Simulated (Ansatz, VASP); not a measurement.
# One calculation of CaO, two programs

The input INCAR:

```
PREC = Accurate
ENCUT = 520
EDIFF = 1E-7
ISMEAR = -1
SIGMA = 0.02
LREAL = False
LASPH = True
NELM = 100
ALGO = Normal
ISIF = 2
LWAVE = False
LCHARG = True
GGA = PE
LELF = True
LVHAR = True
NBANDS = 15
```

The input KPOINTS:

```
regular mesh
0
Gamma
  8 8 8
```

Contents of POSCAR:

```
CaO
1.0
    0.0437930933      2.6067317416      2.6067317416
    2.6067317416      0.0437930933      2.6067317416
    2.6505248349      2.6505248349      0.0000000000
Ca O
1 1
Direct
    0.0029844301      0.0029844301     -0.0029844301
    0.2470155699      0.2470155699      0.2529844301
```

Input for Ansatz:

```yaml
crystal:
  lattice:
    - [0.0437930933, 2.6067317416, 2.6067317416]
    - [2.6067317416, 0.0437930933, 2.6067317416]
    - [2.6505248349, 2.6505248349, 0.0]
  atoms:
    - { symbol: Ca, position: [0.0029844301, 0.0029844301, -0.0029844301] }
    - { symbol: O, position: [0.2470155699, 0.2470155699, 0.2529844301] }
kpoints:
  mp_grid: { grid: [8, 8, 8] }
  band_path:
    path:
      - [0.0, 0.0, 0.0]
      - [-0.5, -0.5, 0.0]
      - [-0.375, -0.375, 0.25]
      - [-0.375, 0.0, 0.375]
      - [0.0, 0.0, 0.5]
      - [-0.5, -0.25, 0.25]
    npoints: 1
hamiltonian:
  xc: pbe
scf:
  occupations: { method: fermi_dirac, width: 0.02 }
  n_extra_bands: 4
output:
  forces: true
  stress: true
  eigenvalues: true
```

Change from the starting cell: shear_xy strain +3.4%.

Alike in both runs: task single point; functional PBE; k mesh 8 × 8 × 8; occupations fermi-dirac, width 0.02 eV; no spin polarisation.

```csv
,VASP,Ansatz
version,VASP 6.6.1,Ansatz 0.2.0
potentials or method,"VASP PAW PBE potentials, release 64 (Ca_sv, O)","plane waves, PAW"
plane-wave cutoff (eV),520,420
valence electrons in the cell,16,16
```

|  | VASP | Ansatz | Ansatz less VASP |
| --- | --- | --- | --- |
| gap on the k mesh at the Fermi level (eV) | 3.29 | 3.30 | +0.007 |
| pressure (GPa) | 1.8 | 1.3 | -0.48 |
| traceless stress, the component that is largest in VASP (GPa) | -1.24 | -1.23 | +0.004 |

The functional is the same, so the differences come from potentials, cutoffs and numerics.
